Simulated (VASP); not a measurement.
# H11C2NO4 in VASP: notebook

Runs on H11C2NO4. Level: PBE+D3(BJ). Tasks: single point.

All numbers are computed with VASP 6.6.1; they aren't measurements. Logs are shortened: lines on timing, memory, paths and dates and some standing lists are left out, and cuts for length are marked.

### Step 1. The cell of the first run

The cell holds a disordered packing, 18 atoms: a = 5.915 Å, b = 5.915 Å, c = 5.915 Å, α = 90.00°, β = 90.00°, γ = 90.00°.

### Step 2. Single point, PBE+D3(BJ)

Input file INCAR:

```
PREC     = Accurate       # precision mode
ENCUT    = 1000           # plane-wave cutoff, eV
EDIFF    = 1E-6           # SCF threshold, eV
ISMEAR   = -1             # smearing method
SIGMA    = 0.05           # smearing width, eV
LREAL    = Auto         
LASPH    = True           # aspherical terms in the spheres
NELM     = 120            # most SCF steps
ALGO     = Normal         # electronic algorithm
ISIF     = 2              # what is computed and relaxed
LWAVE    = False          # write WAVECAR
LCHARG   = True           # write CHGCAR
GGA      = PE             # functional
IVDW     = 12             # dispersion correction
LELF     = True           # ELF
LVHAR    = True         
NBANDS   = 39             # bands
GGA_COMPAT= False
```

Input file KPOINTS:

```
Automatic mesh
0
Gamma
  1 1 1
```

Input file POSCAR:

```
H11C2NO4
1.0
    5.9154820000      0.0000000000      0.0000000000
    0.0000000000      5.9154820000      0.0000000000
    0.0000000000      0.0000000000      5.9154820000
O H C N
4 11 2 1
Direct
    0.6424666663      0.5763520200      0.4877032844
    0.3708235440      0.2489568897      0.5749996365
    0.3533270831      0.8564813484      0.7912626562
    0.0180036048      0.5012778333      0.7051496395
    0.6238882985      0.5731570141      0.3266513194
    0.5455176772      0.4338108036      0.5280043114
    0.3935435861      0.1222216550      0.6779667320
    0.3080560468      0.1736629407      0.4344531857
    0.2459985509      0.7332454059      0.7652292746
    0.4662511018      0.7927164684      0.6941277144
   -0.1011244730      0.5434891020      0.5878810890
    0.1304880989      0.3852771423      0.6581712192
    0.6923019967      0.8898683150      1.1582657170
    0.7949140915      1.0210664152      0.9171864609
    0.8419263215      0.7065020230      0.9478348510
    0.8297041560      0.8752625737      1.0278959517
    1.0372781119      0.9446398451      1.1373882974
    1.1792107558      1.0244980882      1.2461199273
```

Potentials or basis: VASP PAW PBE potentials, release 64 (O_h, H_h, C_h, N_h).

Run with:

```
> cat potpaw_PBE.64/O_h/POTCAR potpaw_PBE.64/H_h/POTCAR potpaw_PBE.64/C_h/POTCAR potpaw_PBE.64/N_h/POTCAR > POTCAR
> mpirun -np 1 vasp_gam > vasp.out
```

OUTCAR:

```text
PREC = Accurate
   ENCUT = 1000
   EDIFF = 1E-6
   ISMEAR = -1
   LREAL = Auto
   LASPH = True
   NELM = 120
   ISIF = 2
   GGA = PE
   IVDW = 12
 IVDW          = 12

 ion  position               nearest neighbor table
   1  0.642  0.576  0.488-   5 0.96   6 1.05
   2  0.371  0.249  0.575-   7 0.98   8 1.01
   3  0.353  0.856  0.791-  10 0.96   9 0.98
   4  0.018  0.501  0.705-  12 1.00  11 1.02
   5  0.624  0.573  0.327-   1 0.96
   6  0.546  0.434  0.528-   1 1.05
   7  0.394  0.122  0.678-   2 0.98
   8  0.308  0.174  0.434-   2 1.01
   9  0.246  0.733  0.765-   3 0.98
  10  0.466  0.793  0.694-   3 0.96
  11  0.899  0.543  0.588-   4 1.02
  12  0.130  0.385  0.658-   4 1.00
  13  0.692  0.890  0.158-  16 1.12
  14  0.795  0.021  0.917-  16 1.10
  15  0.842  0.707  0.948-  16 1.11
  16  0.830  0.875  0.028-  14 1.10  15 1.11  13 1.12  17 1.45
  17  0.037  0.945  0.137-  18 1.16  16 1.45
  18  0.179  0.024  0.246-  17 1.16

  LATTYP: Found a simple cubic cell.
 ALAT       =     5.9154820000

  Lattice vectors:

 A1 = (   5.9154820000,   0.0000000000,   0.0000000000)
 A2 = (   0.0000000000,   5.9154820000,   0.0000000000)
 A3 = (   0.0000000000,   0.0000000000,   5.9154820000)

Analysis of symmetry for initial positions (statically):
=====================================================================
 Subroutine PRICEL returns:
 Original cell was already a primitive cell.

 Routine SETGRP: Setting up the symmetry group for a
 simple cubic supercell.

 Subroutine GETGRP returns: Found  1 space group operations
 (whereof  1 operations were pure point group operations)
 out of a pool of 48 trial point group operations.

The static configuration has the point symmetry C_1 .

Analysis of symmetry for dynamics (positions and initial velocities):
=====================================================================
 Subroutine PRICEL returns:
 Original cell was already a primitive cell.

 Routine SETGRP: Setting up the symmetry group for a
 simple cubic supercell.

 Subroutine GETGRP returns: Found  1 space group operations
 (whereof  1 operations were pure point group operations)
 out of a pool of 48 trial point group operations.

The dynamic configuration has the point symmetry C_1 .

 Subroutine INISYM returns: Found  1 space group operations
 (whereof  1 operations are pure point group operations),
 and found     1 'primitive' translations

----------------------------------------------------------------------------------------

                                     Primitive cell

  volume of cell :     207.0000

  direct lattice vectors                    reciprocal lattice vectors
     5.915482000  0.000000000  0.000000000     0.169047932  0.000000000  0.000000000
     0.000000000  5.915482000  0.000000000     0.000000000  0.169047932  0.000000000
     0.000000000  0.000000000  5.915482000     0.000000000  0.000000000  0.169047932

  length of vectors
     5.915482000  5.915482000  5.915482000     0.169047932  0.169047932  0.169047932

  position of ions in fractional coordinates (direct lattice)
     0.642466666  0.576352020  0.487703284
     0.370823544  0.248956890  0.574999637
     0.353327083  0.856481348  0.791262656
     0.018003605  0.501277833  0.705149639
     0.623888298  0.573157014  0.326651319
     0.545517677  0.433810804  0.528004311
[... 10 lines left out ...]
     0.037278112  0.944639845  0.137388297
     0.179210756  0.024498088  0.246119927

  ion indices of the primitive-cell ions
   primitive index   ion index
                 1           1
                 2           2
                 3           3
                 4           4
                 5           5
                 6           6
[... 10 lines left out ...]
                17          17
                18          18

----------------------------------------------------------------------------------------

 KPOINTS: Automatic mesh

Automatic generation of k-mesh.
 Grid dimensions read from file:
 generate k-points for:    1    1    1

 Generating k-lattice:

  Cartesian coordinates                     Fractional coordinates (reciprocal lattice)
     0.169047932  0.000000000  0.000000000     1.000000000  0.000000000  0.000000000
     0.000000000  0.169047932  0.000000000     0.000000000  1.000000000  0.000000000
     0.000000000  0.000000000  0.169047932     0.000000000  0.000000000  1.000000000

  Length of vectors
     0.169047932  0.169047932  0.169047932

  Shift w.r.t. Gamma in fractional coordinates (k-lattice)
     0.000000000  0.000000000  0.000000000

 Subroutine IBZKPT returns following result:
 ===========================================

 Found      1 irreducible k-points:

 Following reciprocal coordinates:
            Coordinates               Weight
  0.000000  0.000000  0.000000      1.000000
   k-points           NKPTS =      1   k-points in BZ     NKDIM =      1   number of bands    NBANDS=     39
   number of dos      NEDOS =    301   number of ions     NIONS =     18
   total plane-waves  NPLWV = 262144
   dimension x,y,z NGX =    64 NGY =   64 NGZ =   64
   dimension x,y,z NGXF=   128 NGYF=  128 NGZF=  128
   ions per type =               4  11   2   1
   NGX,Y,Z   is equivalent  to a cutoff of  17.99, 17.99, 17.99 a.u.
   NGXF,Y,Z  is equivalent  to a cutoff of  35.97, 35.97, 35.97 a.u.
 SYSTEM =  unknown system
   PREC   = accura    normal or accurate (medium, high low for compatibility)
   ISTART =      0    job   : 0-new  1-cont  2-samecut
   ICHARG =      2    charge: 1-file 2-atom 10-const
   ISPIN  =      1    spin polarized calculation?
   LNONCOLLINEAR =      F non collinear calculations
   LSORBIT =      F    spin-orbit coupling
   LASPH  =      T    aspherical Exc in radial PAW
   ENCUT  = 1000.0 eV  73.50 Ry    8.57 a.u.  15.25 15.25 15.25*2*pi/ulx,y,z
   NELM   =    120;   NELMIN=  2; NELMDL= -5     # of ELM steps
   EDIFF  = 0.1E-05   stopping-criterion for ELM
   LREAL  =      T    real-space projection
   EDIFFG = 0.1E-04   stopping-criterion for IOM
   NSW    =      0    number of steps for IOM
   IBRION =     -1    ionic relax: 0-MD 1-quasi-New 2-CG
   NFREE  =      0    steps in history (QN), initial steepest desc. (CG)
   ISIF   =      2    stress and relaxation
   ISYM   =      2    0-nonsym 1-usesym 2-fastsym
   POTIM  = 0.5000    time-step for ionic-motion
   TEBEG  =    0.0;   TEEND  =   0.0 temperature during run
   PSTRESS=    0.0 pullay stress
   NELECT =      48.0000    total number of electrons
   NUPDOWN=      -1.0000    fix difference up-down
   EMIN   =  10.00;   EMAX   =-10.00  energy-range for DOS
   EFERMI =   0.00;   METHOD = LEGACY
   ISMEAR =    -1;   SIGMA  =   0.05  broadening in eV -4-tet -1-fermi 0-gaus
   EFERMI_NEDOS =   21; number of points for ismear=-14 and -15
   IALGO  =     38    algorithm
   IMIX   =      4    mixing-type and parameters
     AMIX     =   0.40;   BMIX     =  1.00
     AMIX_MAG =   1.60;   BMIX_MAG =  1.00
  volume/ion in A,a.u.               =      11.50        77.61
  Fermi-wavevector in a.u.,A,eV,Ry     =   1.005769  1.900629 13.763275  1.011572
  Thomas-Fermi vector in A             =   2.138470
   LORBIT       =      0    0 simple, 1 ext, 2 COOP (PROOUT), +10 PAW based schemes
   GGA     = PE    functional components
   LHFCALC =     F    Hartree Fock is set to
   AEXX    =    0.0000 exact exchange contribution
   IVDW    =    12    specifies the selected vdW correction
   LEPSILON=     F    determine dielectric tensor
   LRPA    =     F    only Hartree local field effects (RPA)
 non-spin polarized calculation
  energy-cutoff  :     1000.00
  volume of cell :      207.00
 maximum number of plane-waves:      7398
 NGX is ok and might be reduce to    64
   NGX = 31   NGY = 31   NGZ = 31

 number of electron      48.0000000 magnetization

 Free energy of the ion-electron system (eV)
  ---------------------------------------------------
  ext. energy  EPLUGINS =         0.00000000
  ---------------------------------------------------
  free energy    TOTEN  =       -95.32508846 eV

  energy without entropy =      -95.32508846  energy(sigma->0) =      -95.32508846

 E-fermi :  -1.8768     XC(G=0):  -6.4914

 val. band max:       -3.1054137451   @ k =   0.0000   0.0000   0.0000
 cond. band min:       1.6162112419   @ k =   0.0000   0.0000   0.0000
 fundamental gap:      4.7216249869
 Fermi energy:        -1.8768485030

 k-point     1 :       0.0000    0.0000    0.0000
  band No.  band energies     occupation
      1     -22.3471      2.00000
      2     -21.7650      2.00000
      3     -21.5731      2.00000
      4     -20.3996      2.00000
      5     -19.5892      2.00000
      6     -15.8299      2.00000
[... 28 lines left out ...]
     35       7.4242      0.00000
     36       7.7584      0.00000
 [bands above 36 left out]

------------------------ aborting loop because EDIFF is reached ----------------------------------------

 Edisp (eV)   -0.65947

 E8    (eV) :    -0.1426

  FORCE on cell =-STRESS in cart. coord.  units (eV):
  Direction    XX          YY          ZZ          XY          YZ          ZX
  --------------------------------------------------------------------------------------
  -------------------------------------------------------------------------------------
  Total       0.13130    -0.43337     2.61212    -0.25775    -0.29930     0.01507
  in kB       1.01626    -3.35429    20.21774    -1.99498    -2.31659     0.11665
  external pressure =        5.96 kB  Pullay stress =        0.00 kB

 VOLUME and BASIS-vectors are now :
 -----------------------------------------------------------------------------
  energy-cutoff  :     1000.00
  volume of cell :      207.00
      direct lattice vectors                 reciprocal lattice vectors
     5.915482000  0.000000000  0.000000000     0.169047932  0.000000000  0.000000000
     0.000000000  5.915482000  0.000000000     0.000000000  0.169047932  0.000000000
     0.000000000  0.000000000  5.915482000     0.000000000  0.000000000  0.169047932

 POSITION                                       TOTAL-FORCE (eV/Angst)
 -----------------------------------------------------------------------------------
      3.80050      3.40940      2.88500        -0.690226     -0.637117      0.280781
      2.19360      1.47270      3.40140         0.095399      0.443604     -0.577262
      2.09010      5.06650      4.68070         0.056688     -0.273407      0.234742
      0.10650      2.96530      4.17130        -0.172842      0.539349      0.139925
      3.69060      3.39050      1.93230         0.088002      0.358053     -0.642814
      3.22700      2.56620      3.12340         0.429423      0.629526      0.169053
[... 10 lines left out ...]
      0.22052      5.58800      0.81272        -0.390634      0.014272      0.645703
      1.06012      0.14492      1.45592         0.114759     -0.177648     -0.315445
 -----------------------------------------------------------------------------------
    total drift:                                0.005296     -0.003041     -0.000361

  FREE ENERGIE OF THE ION-ELECTRON SYSTEM (eV)
  ---------------------------------------------------
  free  energy   TOTEN  =       -95.9845557924 eV

  energy  without entropy=      -95.9845557923  energy(sigma->0) =      -95.98455579
```

Wall time 77 s (1 thread of Intel Xeon 6975P-C (Granite Rapids), shared host); peak memory 0.53 GiB.

Results:

* Free energy: -95.9846 eV
* Pressure: 0.6 GPa
* Largest force: 1.470 eV/Å
* Dispersion energy per atom: -0.037 eV

Forces in eV/Å, atoms in the order of the input:
```
O   -0.690 -0.637  0.281
O    0.095  0.444 -0.577
O    0.057 -0.273  0.235
O   -0.173  0.539  0.140
H    0.088  0.358 -0.643
H    0.429  0.630  0.169
H   -0.269 -0.532  0.360
H    0.161 -0.008  0.337
H   -1.212 -0.088  0.192
H    1.274 -0.189 -0.710
H    0.856 -0.803  0.599
H   -0.449  0.394 -0.310
H    0.355 -0.333 -0.404
H   -0.126 -0.538 -0.619
H   -0.083  0.448 -0.054
C   -0.039  0.753  0.672
C   -0.391  0.014  0.646
N    0.115 -0.178 -0.315
```

Stress tensor (GPa, compression positive):
```
 0.10 -0.20  0.01
-0.20 -0.34 -0.23
 0.01 -0.23  2.02
```

Levels at points of the mesh, in eV from the Fermi level:
```
           k point  band 20  band 21  band 22  band 23  band 24  band 25  band 26  band 27  band 28  band 29
(0.00, 0.00, 0.00)    -2.77    -2.32    -1.92    -1.72    -1.23     3.49     4.63     4.69     6.47     7.30
```

Caveat: the k points lie up to 1.06 Å⁻¹ apart, too coarse for converged energies, forces and pressures; the atoms stand as in a frame of molecular dynamics.

(Part 1 of 2 ends here.)
